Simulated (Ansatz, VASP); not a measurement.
## NbSi2 in VASP and in Ansatz

```xyz
9
Lattice="2.4223 4.1955 0.0000 -2.4223 4.1955 0.0000 0.0000 0.0000 7.4749" Properties=species:S:1:pos:R:3 pbc="T T T"
Nb    0.0000    4.1955    3.7375
Nb    1.2111    2.0977    6.2291
Nb   -1.2111    2.0977    1.2458
Si    0.0000    1.4013    3.7375
Si    1.2087    4.8961    6.2291
Si    1.2087    3.4948    1.2458
Si    0.0000    6.9897    3.7375
Si   -1.2087    3.4948    6.2291
Si   -1.2087    4.8961    1.2458
```

Alike in both runs: task single point; functional r2SCAN; k mesh 4 × 4 × 3; occupations gaussian, width 0.034 eV; no spin polarisation; Hubbard terms Nb d U = 3.61 eV.

|  | VASP | Ansatz |
| --- | --- | --- |
| version | VASP 6.6.1 | Ansatz 0.2.0 |
| potentials or method | VASP PAW PBE potentials, release 64 (Nb_sv, Si), cutoff 520 eV | PAW plane waves |
| valence electrons in the cell | 63 | 63 |

```tsv
	VASP	Ansatz	Ansatz less VASP
gap on the k mesh at the Fermi level (eV)	none	none	-
pressure (GPa)	-16.6	-18.3	-1.71
traceless stress, the component that is largest in VASP (GPa)	-13.37	-12.53	+0.841
rms of the force components (eV/Å)	0.242	0.197	-0.0445
```

VASP's potentials were made for PBE, not for r2SCAN. The programs project onto different local orbitals, so the same U acts differently, and such runs can settle in different states. Atom by atom the forces differ by 0.045 eV/Å (rms over components). A gap of «none» marks a metal or a gap that the smearing closes. Ansatz's warnings: filled band counts differ across k points, structure snapped to symmetry.

The k mesh is coarse, so the values compare programs but aren't converged.
